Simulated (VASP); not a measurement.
# LiH: single point with r2SCAN

Crystal: LiH.

```xyz
2
Lattice="-0.0670 2.0314 2.0314 2.0314 -0.0670 2.0314 2.0314 2.0314 -0.0670" Properties=species:S:1:pos:R:3 pbc="T T T"
Li    0.0000    0.0000    0.0000
H     1.9979    1.9979    1.9979
```

This cell differs from its parent crystal: epitaxial 111 strain +4.8%.

```yaml
Program: VASP 6.6.1
Task: single point
Functional: r2SCAN
Potentials_or_basis: VASP PAW PBE potentials, release 64 (Li_sv, H)
Cutoff: 520 eV
k_mesh: 10 × 10 × 10
Occupations: gaussian, width 0.01 eV
Spin: no spin polarisation
Dipole_correction: no
Further_INCAR_settings: ALGO = Normal; EDIFF = 1e-06; NBANDS = 9
```

The band gap on the k mesh is 3.63 eV.

Levels at points of the mesh, in eV from the valence-band top:
| k point | band 1 | band 2 | band 3 | band 4 | band 5 | band 6 | band 7 |
| --- | --- | --- | --- | --- | --- | --- | --- |
| (0.00, 0.00, 0.00) | -45.85 | -5.13 | 16.40 | 17.96 | 17.96 | 19.24 | 22.19 |
| (0.50, 0.00, 0.00) | -45.82 | -2.51 | 5.32 | 14.28 | 17.28 | 17.87 | 18.76 |
| (0.50, 0.50, 0.00) | -45.81 | 0.00 | 3.63 | 10.75 | 11.84 | 14.44 | 17.94 |
| (0.50, 0.50, 0.50) | -45.81 | -2.06 | 5.80 | 13.53 | 16.65 | 16.65 | 18.25 |

Run time: 46 s on 1 thread of Intel(R) Xeon(R) 6975P-C (Granite Rapids), on a shared host, peak memory 0.14 GiB.

Caveat: the cell differs from its parent crystal (epitaxial 111 strain +4.8%). A k mesh can miss the band edges.
